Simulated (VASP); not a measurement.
Wanted: the native input for a VASP 6.6.1 run.

| Quantity | Value |
| --- | --- |
| Task | single point |
| Functional | PBE |
| Potentials or basis | VASP PAW PBE potentials, release 64 (Ba_sv, Te) |
| Cutoff | 520 eV |
| k mesh | 9 × 9 × 9 |
| Occupations | fermi-dirac, width 0.03 eV |
| Spin | no spin polarisation |
| Dipole correction | no |
| Further INCAR settings | ALGO = Normal; EDIFF = 1e-06; NBANDS = 15 |

The structure of BaTe (rocksalt type) lies in POSCAR:

```
BaTe
1.0
    0.0000000000      3.5319393765      3.5319393765
    3.5319393765      0.0000000000      3.5319393765
    3.5319393765      3.5319393765      0.0000000000
Ba Te
1 1
Direct
    0.0000000000      0.0000000000      0.0000000000
    0.5000000000      0.5000000000      0.5000000000
```

One way to write it, as run:

INCAR

```
  PREC = Accurate
  ENCUT = 520
  EDIFF = 1E-6
  ISMEAR = -1
  SIGMA = 0.03
  LREAL = F
  LASPH = T
  NELM = 100
  ALGO = Normal
  ISIF = 2
  LWAVE = F
  LCHARG = T
  GGA = PE
  LELF = T
  LVHAR = T
  NBANDS = 15
```

KPOINTS

```
Automatic mesh
0
Gamma
  9 9 9
```

Potentials or basis: VASP PAW PBE potentials, release 64 (Ba_sv, Te).

Command:

```bash
$ cat potpaw_PBE.64/Ba_sv/POTCAR potpaw_PBE.64/Te/POTCAR > POTCAR
$ mpirun -np 1 vasp_std > vasp.out
```

It gave:

```
Pressure               : 0.3 GPa
Band gap on the k mesh : 1.61 eV, indirect (least direct gap 1.99 eV)
```

Caveat: spin-orbit coupling is left out, which moves the levels of the heavy elements.

It took 50 s on 1 thread of Intel(R) Xeon(R) Platinum 8375C CPU @ 2.90GHz (Ice Lake), on a shared host, peak memory 0.25 GiB.
